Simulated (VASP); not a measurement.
# Li (Im-3m) in VASP: notebook

Li is run at these levels: PBE, BLYP+D4, HSE06; tasks: single point, relaxation of cell and atoms.

Everything below comes from runs of VASP 6.6.1. Logs are shortened: lines on timing, memory, paths and dates and some standing lists are left out, and cuts for length are marked.

**1. The cell of the first run**

The structure is cubic, space group Im-3m (No. 229). Conventional cell: a = 3.509 Å, b = 3.509 Å, c = 3.509 Å, α = 90.00°, β = 90.00°, γ = 90.00°. Within 4.0 Å of Li (site symmetry m-3m) lie 14 Li at 3.04 to 3.51 Å.

**2. Single point, PBE**

The input, INCAR:

```
SYSTEM = Li
  ALGO = Normal
  EDIFF = 1E-6
  ENCUT = 520
  GGA = PE
  ISIF = 2
  ISMEAR = 0
  LASPH = .True.
  LCHARG = .True.
  LELF = .True.
  LREAL = .False.
  LVHAR = .True.
  LWAVE = .False.
  NBANDS = 8
  NELM = 100
  PREC = Accurate
  SIGMA = 0.015
```

The input, KPOINTS:

```
k-points
0
Gamma
  11 11 11
  0 0 0
```

The input, POSCAR:

```
Li
1.0
   -1.7546500000      1.7546500000      1.7546500000
    1.7546500000     -1.7546500000      1.7546500000
    1.7546500000      1.7546500000     -1.7546500000
Li
1
Direct
    0.0000000000      0.0000000000      0.0000000000
```

Potentials or basis: VASP PAW PBE potentials, release 64 (Li_sv).

On the command line:

```sh
$ cat potpaw_PBE.64/Li_sv/POTCAR > POTCAR
$ mpirun -np 1 vasp_std > vasp.out
```

OUTCAR:

```text
SYSTEM = Li
   EDIFF = 1E-6
   ENCUT = 520
   GGA = PE
   ISIF = 2
   ISMEAR = 0
   LASPH = .True.
   LREAL = .False.
   NELM = 100
   PREC = Accurate

 ion  position               nearest neighbor table
   1  0.000  0.000  0.000-

  LATTYP: Found a body centered cubic cell.
 ALAT       =     3.5093000000

  Lattice vectors:

 A1 = (  -1.7546500000,   1.7546500000,   1.7546500000)
 A2 = (   1.7546500000,  -1.7546500000,   1.7546500000)
 A3 = (   1.7546500000,   1.7546500000,  -1.7546500000)

Analysis of symmetry for initial positions (statically):
=====================================================================
 Subroutine PRICEL returns:
 Original cell was already a primitive cell.

 Routine SETGRP: Setting up the symmetry group for a
 body centered cubic supercell.

 Subroutine GETGRP returns: Found 48 space group operations
 (whereof 48 operations were pure point group operations)
 out of a pool of 48 trial point group operations.

The static configuration has the point symmetry O_h .

Analysis of symmetry for dynamics (positions and initial velocities):
=====================================================================
 Subroutine PRICEL returns:
 Original cell was already a primitive cell.

 Routine SETGRP: Setting up the symmetry group for a
 body centered cubic supercell.

 Subroutine GETGRP returns: Found 48 space group operations
 (whereof 48 operations were pure point group operations)
 out of a pool of 48 trial point group operations.

The dynamic configuration has the point symmetry O_h .

 Subroutine INISYM returns: Found 48 space group operations
 (whereof 48 operations are pure point group operations),
 and found     1 'primitive' translations

----------------------------------------------------------------------------------------

                                     Primitive cell

  volume of cell :      21.6088

  direct lattice vectors                    reciprocal lattice vectors
    -1.754650000  1.754650000  1.754650000     0.000000000  0.284957114  0.284957114
     1.754650000 -1.754650000  1.754650000     0.284957114  0.000000000  0.284957114
     1.754650000  1.754650000 -1.754650000     0.284957114  0.284957114  0.000000000

  length of vectors
     3.039142950  3.039142950  3.039142950     0.402990215  0.402990215  0.402990215

  position of ions in fractional coordinates (direct lattice)
     0.000000000  0.000000000  0.000000000

  ion indices of the primitive-cell ions
[... 75 lines left out ...]
   LREAL  =      F    real-space projection
   EDIFFG = 0.1E-04   stopping-criterion for IOM
   NSW    =      0    number of steps for IOM
   IBRION =     -1    ionic relax: 0-MD 1-quasi-New 2-CG
   NFREE  =      0    steps in history (QN), initial steepest desc. (CG)
   ISIF   =      2    stress and relaxation
   ISYM   =      2    0-nonsym 1-usesym 2-fastsym
   POTIM  = 0.5000    time-step for ionic-motion
   TEBEG  =    0.0;   TEEND  =   0.0 temperature during run
   PSTRESS=    0.0 pullay stress
   NELECT =       3.0000    total number of electrons
   NUPDOWN=      -1.0000    fix difference up-down
   EMIN   =  10.00;   EMAX   =-10.00  energy-range for DOS
   EFERMI =   0.00;   METHOD = LEGACY
   ISMEAR =     0;   SIGMA  =   0.01  broadening in eV -4-tet -1-fermi 0-gaus
   EFERMI_NEDOS =   21; number of points for ismear=-14 and -15
   IALGO  =     38    algorithm
   IMIX   =      4    mixing-type and parameters
     AMIX     =   0.40;   BMIX     =  1.00
     AMIX_MAG =   1.60;   BMIX_MAG =  1.00
  volume/ion in A,a.u.               =      21.61       145.82
  Fermi-wavevector in a.u.,A,eV,Ry     =   0.847692  1.601906  9.776898  0.718582
  Thomas-Fermi vector in A             =   1.963238
   LORBIT       =      0    0 simple, 1 ext, 2 COOP (PROOUT), +10 PAW based schemes
   GGA     = PE    functional components
   LHFCALC =     F    Hartree Fock is set to
   AEXX    =    0.0000 exact exchange contribution
   IVDW    =     0    specifies the selected vdW correction
   LEPSILON=     F    determine dielectric tensor
   LRPA    =     F    only Hartree local field effects (RPA)
 non-spin polarized calculation
 Gauss-broadening in eV      SIGMA  =   0.01
  energy-cutoff  :      520.00
  volume of cell :       21.61
 maximum number of plane-waves:       603
   NGX = 11   NGY = 11   NGZ = 11

 number of electron       2.9999991 magnetization

 Free energy of the ion-electron system (eV)
  ---------------------------------------------------
  ext. energy  EPLUGINS =         0.00000000
  ---------------------------------------------------
  free energy    TOTEN  =        -1.90400800 eV

  energy without entropy =       -1.90379449  energy(sigma->0) =       -1.90390124

 E-fermi :   0.4384     XC(G=0):  -6.8904

 val. band max:        0.4293840695   @ k =  -0.3636   0.4545   0.0909
 cond. band min:       0.4717316122   @ k =   0.4545   0.0000   0.0000
 fundamental gap:      0.0423475428
 Fermi energy:         0.4383820549

 k-point     1 :       0.0000    0.0000    0.0000
  band No.  band energies     occupation
      1     -46.1862      2.00000
      2      -3.0245      2.00000
      3      14.4012      0.00000
      4      14.4012      0.00000
      5      14.4012      0.00000
      6      19.0435      0.00000
      7      19.0436      0.00000
      8      19.0436      0.00000
[... 243 lines left out ...]
 k-point    24 :       0.3636    0.1818    0.0909
  band No.  band energies     occupation
      1     -46.1703      2.00000
      2       1.6553      0.00000
      3       3.5771      0.00000
      4       6.9156      0.00000
      5       9.2888      0.00000
      6      19.1041      0.00000
      7      20.0110      0.00000
      8      23.2689      0.00000

 [... further k-points ...]

------------------------ aborting loop because EDIFF is reached ----------------------------------------

  FORCE on cell =-STRESS in cart. coord.  units (eV):
  Direction    XX          YY          ZZ          XY          YZ          ZX
  --------------------------------------------------------------------------------------
  -------------------------------------------------------------------------------------
  Total       -0.1158324     -0.1158324     -0.1158324      0.0000000      0.0000000      0.0000000
  in kB       -8.5883392     -8.5883392     -8.5883392      0.0000000      0.0000000      0.0000000
  external PRESSURE =      -8.5883392 kB  Pullay stress =       0.0000000 kB

 VOLUME and BASIS-vectors are now :
 -----------------------------------------------------------------------------
  energy-cutoff  :      520.00
  volume of cell :       21.61
      direct lattice vectors                 reciprocal lattice vectors
    -1.754650000  1.754650000  1.754650000     0.000000000  0.284957114  0.284957114
     1.754650000 -1.754650000  1.754650000     0.284957114  0.000000000  0.284957114
     1.754650000  1.754650000 -1.754650000     0.284957114  0.284957114  0.000000000

 POSITION                                       TOTAL-FORCE (eV/Angst)
 -----------------------------------------------------------------------------------
      0.00000      0.00000      0.00000         0.000000      0.000000     -0.000000
 -----------------------------------------------------------------------------------
    total drift:                               -0.000000      0.000000     -0.000000

  FREE ENERGIE OF THE ION-ELECTRON SYSTEM (eV)
  ---------------------------------------------------
  free  energy   TOTEN  =        -1.9040079955 eV

  energy  without entropy=       -1.9037944886  energy(sigma->0) =       -1.90390124
```

OSZICAR:

```text
N       E                     dE             d eps       ncg     rms          rms(c)
DAV:   1    -0.163191755909E+00   -0.16319E+00   -0.70171E+02   904   0.253E+02
DAV:   2    -0.186142632825E+01   -0.16982E+01   -0.16925E+01  1232   0.348E+01
DAV:   3    -0.190469367861E+01   -0.43267E-01   -0.43230E-01  1096   0.376E+00
DAV:   4    -0.190568697933E+01   -0.99330E-03   -0.99330E-03  1240   0.402E-01
DAV:   5    -0.190571101285E+01   -0.24034E-04   -0.24034E-04  1120   0.330E-02    0.245E-01
DAV:   6    -0.190457629521E+01    0.11347E-02   -0.27487E-04  1456   0.686E-02    0.139E-01
DAV:   7    -0.190400788503E+01    0.56841E-03   -0.63790E-04  1464   0.101E-01    0.266E-02
DAV:   8    -0.190400799550E+01   -0.11047E-06   -0.66628E-06  1016   0.184E-02
   1 F= -.19040080E+01 E0= -.19039012E+01  d E =-.213507E-03
```

stdout:

```text
POSCAR found type information on POSCAR Li
 POSCAR found :  1 types and       1 ions
 scaLAPACK will be used
 LDA part: xc-table for (Slater+PW92), standard interpolation
 POSCAR, INCAR and KPOINTS ok, starting setup
 FFT: planning ... GRIDC
 FFT: planning ... GRID_SOFT
 FFT: planning ... GRID
 WAVECAR not read
 entering main loop
```

Wall time 6.8 s (1 thread of Intel Xeon 8259CL, shared host); peak memory 0.13 GiB.

What came out:

```yaml
Free_energy: -1.9040 eV
Band_gap_on_the_k_mesh: zero (an odd number of electrons rules out a gap without spin polarisation)
```

Caveat: the cutoff is under 1.25 times the usual one of these potentials, so pressure, stress and relaxed cells hold a basis-set (Pulay) error.

**3. Relaxation of cell and atoms, BLYP+D4**

The input, INCAR:

```
  PREC = Accurate
  ENCUT = 600
  EDIFF = 1E-6
  ISMEAR = -1
  SIGMA = 0.05
  LREAL = F
  LASPH = T
  NELM = 80
  ALGO = Normal
  ISIF = 3
  LWAVE = F
  LCHARG = F
  GGA = B5
  ALDAX = 1.0
  AGGAX = 1.0
  AGGAC = 1.0
  ALDAC = 0.0
  IVDW = 13
  VDW_S6 = 1.0
  VDW_S8 = 2.34076671
  VDW_A1 = 0.44488865
  VDW_A2 = 4.0933009
  IBRION = 2
  NSW = 60
  EDIFFG = -0.01
```

The input, KPOINTS:

```
Automatic mesh
0
Gamma
  11 11 11
```

POSCAR is that of step 2.

Potentials or basis: VASP PAW PBE potentials, release 64 (Li_sv).

On the command line:

```sh
$ cat potpaw_PBE.64/Li_sv/POTCAR > POTCAR
$ mpirun -np 1 vasp_std > vasp.out
```

It took 26 s on 1 thread of Intel Xeon 8259CL, shared host; peak memory 0.13 GiB.

Results (log left out):

* Free energy: -1.6110 eV
* Relaxed volume: 19.45 Å³/atom
* Relaxed cell: a = 2.935 Å, b = 2.935 Å, c = 2.935 Å, α = 109.47°, β = 109.47°, γ = 109.47°
* Space group after relaxing (to 0.1 Å): Im-3m (No. 229)
* Energy gained by relaxing: 8.9 meV/atom
* Ionic steps: 4
* Pressure after relaxing: 0.0 GPa
* Band gap on the k mesh: zero (an odd number of electrons rules out a gap without spin polarisation)
* Dispersion energy per atom: -0.038 eV

The path:
| step | energy change (eV) | largest force (eV/Å) | pressure (GPa) | volume (Å³) |
| --- | --- | --- | --- | --- |
| 1 | 0.0000 | 0.0000 | -1.24 | 21.61 |
| 2 | -0.0036 | 0.0000 | -1.00 | 21.09 |
| 3 | -0.0088 | 0.0000 | -0.09 | 19.59 |
| 4 | -0.0089 | 0.0000 | 0.00 | 19.45 |

Final structure:
```cif
data_structure
_symmetry_space_group_name_H-M 'P 1'
_symmetry_Int_Tables_number 1
_cell_length_a 2.9345
_cell_length_b 2.9345
_cell_length_c 2.9345
_cell_angle_alpha 109.471
_cell_angle_beta 109.471
_cell_angle_gamma 109.471
_cell_volume 19.45
loop_
_atom_site_label
_atom_site_type_symbol
_atom_site_fract_x
_atom_site_fract_y
_atom_site_fract_z
_atom_site_occupancy
Li1 Li 0.00000 0.00000 0.00000 1
```

Levels at points of the mesh, in eV from the Fermi level:
| k point | band 1 | band 2 | band 3 | band 4 | band 5 |
| --- | --- | --- | --- | --- | --- |
| (0.00, 0.00, 0.00) | -47.18 | -3.61 | 14.70 | 14.70 | 14.70 |

Caveat: the cutoff is under 1.25 times the usual one of these potentials, so pressure, stress and relaxed cells hold a basis-set (Pulay) error; the PAW data sets were made with another functional, which shifts forces and pressure a little.

**4. Single point, HSE06**

This run uses another cell than the first one, of 20.31 Å³/atom.

The input, POSCAR:

```
Li
1.0
   -1.7188307657      1.7188307657      1.7188307657
    1.7188307657     -1.7188307657      1.7188307657
    1.7188307657      1.7188307657     -1.7188307657
Li
1
Direct
    0.0000000000      0.0000000000      0.0000000000
```

The input, INCAR.step1:

```
SYSTEM = Li
ALGO     = Normal         ! electronic algorithm
EDIFF    = 1E-5           ! SCF threshold, eV
ENCUT    = 520            ! plane-wave cutoff, eV
GGA      = PE             ! functional
ISIF     = 2              ! what is computed and relaxed
ISMEAR   = -1             ! smearing method
LASPH    = .True.         ! aspherical terms in the spheres
LCHARG   = .False.        ! write CHGCAR
LREAL    = .False.        ! projectors in reciprocal space
LWAVE    = .True.         ! write WAVECAR
NBANDS   = 8              ! bands
NELM     = 80             ! most SCF steps
PREC     = Accurate       ! precision mode
SIGMA    = 0.05           ! smearing width, eV
```

The input, INCAR.step2:

```
SYSTEM = Li
ALGO     = Normal         ! electronic algorithm
EDIFF    = 1E-7           ! SCF threshold, eV
ENCUT    = 520            ! plane-wave cutoff, eV
GGA      = PE             ! functional
HFSCREEN = 0.2079         ! screening, 1/A
ISIF     = 2              ! what is computed and relaxed
ISMEAR   = -1             ! smearing method
ISTART   = 1            
LASPH    = .True.         ! aspherical terms in the spheres
LCHARG   = .False.        ! write CHGCAR
LHFCALC  = .True.         ! exact exchange
LREAL    = .False.        ! projectors in reciprocal space
LWAVE    = .False.        ! write WAVECAR
NBANDS   = 8              ! bands
NELM     = 80             ! most SCF steps
PREC     = Accurate       ! precision mode
PRECFOCK = Normal       
SIGMA    = 0.05           ! smearing width, eV
```

The input, KPOINTS:

```
k-points
0
Gamma
  6 6 6
  0 0 0
```

Potentials or basis: VASP PAW PBE potentials, release 64 (Li_sv).

On the command line:

```sh
$ cat potpaw_PBE.64/Li_sv/POTCAR > POTCAR
$ cp INCAR.step1 INCAR
$ mpirun -np 1 vasp_std > vasp.out
$ cp INCAR.step2 INCAR
$ mpirun -np 1 vasp_std > vasp.out
```

OUTCAR:

```text
SYSTEM = Li
   EDIFF = 1E-7
   ENCUT = 520
   GGA = PE
   HFSCREEN = 0.2079
   ISIF = 2
   ISMEAR = -1
   ISTART = 1
   LASPH = .True.
   LHFCALC = .True.
   LREAL = .False.
   NELM = 80
   PREC = Accurate
   PRECFOCK = Normal

 ion  position               nearest neighbor table
   1  0.000  0.000  0.000-

  LATTYP: Found a body centered cubic cell.
 ALAT       =     3.4376615314

[... 354 lines left out ...]
      4       6.7447      0.00000
      5       8.9297      0.00000
      6       8.9297      0.00000
      7      15.0144      0.00000
      8      30.1963      0.00000

------------------------ aborting loop because EDIFF is reached ----------------------------------------

  FORCE on cell =-STRESS in cart. coord.  units (eV):
  Direction    XX          YY          ZZ          XY          YZ          ZX
  --------------------------------------------------------------------------------------
  -------------------------------------------------------------------------------------
  Total        0.0483616      0.0483616      0.0483616      0.0000000      0.0000000      0.0000000
  in kB        3.8146287      3.8146287      3.8146287      0.0000000      0.0000000      0.0000000
  external PRESSURE =       3.8146287 kB  Pullay stress =       0.0000000 kB

 VOLUME and BASIS-vectors are now :
 -----------------------------------------------------------------------------
  energy-cutoff  :      520.00
  volume of cell :       20.31
      direct lattice vectors                 reciprocal lattice vectors
    -1.718830766  1.718830766  1.718830766     0.000000000  0.290895421  0.290895421
     1.718830766 -1.718830766  1.718830766     0.290895421  0.000000000  0.290895421
     1.718830766  1.718830766 -1.718830766     0.290895421  0.290895421  0.000000000

 POSITION                                       TOTAL-FORCE (eV/Angst)
 -----------------------------------------------------------------------------------
      0.00000      0.00000      0.00000         0.000000     -0.000000      0.000000
 -----------------------------------------------------------------------------------
    total drift:                               -0.000000     -0.000000      0.000000

  FREE ENERGIE OF THE ION-ELECTRON SYSTEM (eV)
  ---------------------------------------------------
  free  energy   TOTEN  =        -1.9357730353 eV

  energy  without entropy=       -1.9205061998  energy(sigma->0) =       -1.92813962
```

OUTCAR.step1:

```text
SYSTEM = Li
   EDIFF = 1E-5
   ENCUT = 520
   GGA = PE
   ISIF = 2
   ISMEAR = -1
   LASPH = .True.
[... 382 lines left out ...]
 -----------------------------------------------------------------------------------
      0.00000      0.00000      0.00000        -0.000000      0.000000      0.000000
 -----------------------------------------------------------------------------------
    total drift:                                0.000000      0.000000     -0.000000

  FREE ENERGIE OF THE ION-ELECTRON SYSTEM (eV)
  ---------------------------------------------------
  free  energy   TOTEN  =        -1.8747452303 eV

  energy  without entropy=       -1.8593546147  energy(sigma->0) =       -1.86704992
```

Run time: 2.1 min. Hardware: 1 thread of Intel Xeon Platinum 8259CL at 2.50GHz (Skylake/Cascade Lake), shared host; peak memory 0.22 GiB.

Results:

- Free energy: -1.9358 eV
- Band gap on the k mesh: zero (an odd number of electrons rules out a gap without spin polarisation)

Caveat: the k points lie up to 0.43 Å⁻¹ apart, too coarse for converged energies and pressures of a metal; the cutoff is under 1.25 times the usual one of these potentials, so pressure, stress and relaxed cells hold a basis-set (Pulay) error; the PAW data sets were made with another functional, which shifts forces and pressure a little.

(Part 1 of 2 ends here.)
